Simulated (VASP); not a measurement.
Set up this calculation in VASP 6.6.1, as the native input.

- Task: single point
- Functional: PBEsol
- Potentials or basis: VASP PAW PBE potentials, release 64 (W_sv)
- Cutoff: 520 eV
- k mesh: 16 × 16 × 16
- Occupations: gaussian, width 0.1 eV
- Spin: no spin polarisation
- Dipole correction: no
- Further INCAR settings: ALGO = Fast; EDIFF = 1e-06; NBANDS = 21

The structure of W lies in POSCAR:

```
W
1.0
    3.0596981360      0.0000000000      0.0000000000
    0.0000000000      3.0596981360      0.0000000000
    0.0000000000      0.0000000000      3.2111058788
W
2
Direct
    0.0000000000      0.0000000000      0.0000000000
    0.5000000000      0.5000000000      0.5000000000
```

This cell differs from its parent crystal: biaxial strain in the a-b plane: -3.0 %.

The input as run:

INCAR

```
SYSTEM = W
ALGO = Fast
EDIFF = 1E-6
ENCUT = 520
GGA = PS
ISIF = 2
ISMEAR = 0
LASPH = .True.
LCHARG = .False.
LREAL = .False.
LWAVE = .False.
NBANDS = 21
NELM = 100
PREC = Accurate
SIGMA = 0.1
```

KPOINTS

```
k-points
0
Gamma
  16 16 16
  0 0 0
```

Potentials or basis: VASP PAW PBE potentials, release 64 (W_sv).

Run with:

```sh
$ cat potpaw_PBE.64/W_sv/POTCAR > POTCAR
$ mpirun -np 1 vasp_std > vasp.out
```

It gave:

The pressure is 16.5 GPa and the band gap on the k mesh is zero (band 14 reaches 13.24 eV, above the bottom of band 15 at 11.30 eV).

Caveat: the cell differs from its parent crystal (biaxial strain in the a-b plane: -3.0 %); the PAW data sets were made with another functional, which shifts forces and pressure a little; spin-orbit coupling is left out, which moves the levels of the heavy elements.

It took 81 s on 1 thread of Intel(R) Xeon(R) Platinum 8375C CPU @ 2.90GHz (Ice Lake), on a shared host, peak memory 0.3 GiB.
